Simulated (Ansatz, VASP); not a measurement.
Na3Be2GaSb3: VASP beside Ansatz

```
Na Be Ga Sb
1.0
     6.21997    0.00000    0.00000
    -3.10998    5.38665    0.00000
     0.00000    0.00000    6.38072
Na Be Ga Sb
3 2 1 3
Direct
  0.50000 0.00000 0.50000
  0.00000 0.50000 0.50000
  0.50000 0.50000 0.50000
  0.33333 0.66667 0.00000
  0.66667 0.33333 0.00000
  0.00000 0.00000 0.50000
  0.50000 0.00000 0.00000
  0.00000 0.50000 0.00000
  0.50000 0.50000 0.00000
```

Alike in both runs: task relaxation of cell and atoms; functional PBE; k mesh 3 × 3 × 4; occupations gaussian, width 0.1 eV; no spin polarisation.

|  | VASP | Ansatz |
| --- | --- | --- |
| version | VASP 6.6.1 | Ansatz 0.2.0 |
| potentials or method | VASP PAW PBE potentials, release 64 (Na_pv, Be, Ga_d, Sb), cutoff 600 eV | scalar-relativistic, plane waves, PAW |
| valence electrons in the cell | 53 | 89 |

```csv
,VASP,Ansatz,Ansatz less VASP
"gap on the k mesh at the Fermi level, each at its own relaxed structure (eV)",none,none,-
relaxed volume (Å³/atom),37.09,36.67,-0.419
relaxed cell length with the largest relative difference (Å),8.056,8.013,-0.0429
```

A gap of «none» marks a metal or a gap that the smearing closes. VASP's potentials hold 53 valence electrons a cell and Ansatz's 89, so a difference there can come from the potentials and not from the codes.

The k mesh is coarse, so the values compare programs but aren't converged. Spin-orbit coupling is off throughout. Noted on VASP's run: the volume moved by over 15 % at a fixed basis, so the end points are rough.
